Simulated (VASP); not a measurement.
Write the native input for VASP 6.6.1 that does the following.

| Item | Value |
| --- | --- |
| Task | relaxation of cell and atoms |
| Functional | PBE |
| Potentials or basis | VASP PAW PBE potentials, release 64 (Ta_pv, Mo_sv) |
| Cutoff | 600 eV |
| k mesh | 8 × 8 × 8 |
| Occupations | gaussian, width 0.1 eV |
| Spin | no spin polarisation |
| Dipole correction | no |
| Further INCAR settings | ALGO = Fast; EDIFF = 1e-07; IBRION = 2; EDIFFG = -0.01; NSW = 100; ISIF = 3 |

The structure of Ta2Mo lies in POSCAR:

```
Ta2Mo
1.0
    0.0000000000      3.8055380194      3.8055380194
    3.8055380194      0.0000000000      3.8055380194
    3.8055380194      3.8055380194      0.0000000000
Ta Mo
4 2
Direct
    0.1250000000      0.1250000000      0.6250000000
    0.1250000000      0.6250000000      0.1250000000
    0.1250000000      0.1250000000      0.1250000000
    0.6250000000      0.1250000000      0.1250000000
    0.7500000000      0.7500000000      0.7500000000
    0.5000000000      0.5000000000      0.5000000000
```

The input as run:

INCAR

```
ALGO = Fast
EDIFF = 1E-7
EDIFFG = -0.01
ENCUT = 600
GGA = PE
IBRION = 2
ISIF = 3
ISMEAR = 0
LASPH = T
LCHARG = F
LREAL = F
LWAVE = F
NELM = 100
NSW = 100
PREC = Accurate
SIGMA = 0.1
```

KPOINTS

```
k-points
0
Gamma
  8 8 8
```

Potentials or basis: VASP PAW PBE potentials, release 64 (Ta_pv, Mo_sv).

Run with:

```sh
$ cat potpaw_PBE.64/Ta_pv/POTCAR potpaw_PBE.64/Mo_sv/POTCAR > POTCAR
$ mpirun -np 1 vasp_std > vasp.out
```

It gave:

```
Relaxed volume                         : 18.32 Å³/atom
Relaxed cell                           : a = 5.376 Å, b = 5.376 Å, c = 5.376 Å, α = 60.00°, β = 60.00°, γ = 60.00°
Space group after relaxing (to 0.05 Å) : Fd-3m (No. 227)
Energy gained by relaxing              : 0.1 meV/atom
Ionic steps                            : 3
Pressure after relaxing                : 0.0 GPa
Band gap on the k mesh                 : zero (band 36 reaches 7.32 eV, above the bottom of band 37 at 6.48 eV)
```

Caveat: spin-orbit coupling is left out, which moves the levels of the heavy elements.

Run time: 5.1 min on 1 thread of Intel(R) Xeon(R) 6975P-C (Granite Rapids), on a shared host, peak memory 0.41 GiB.
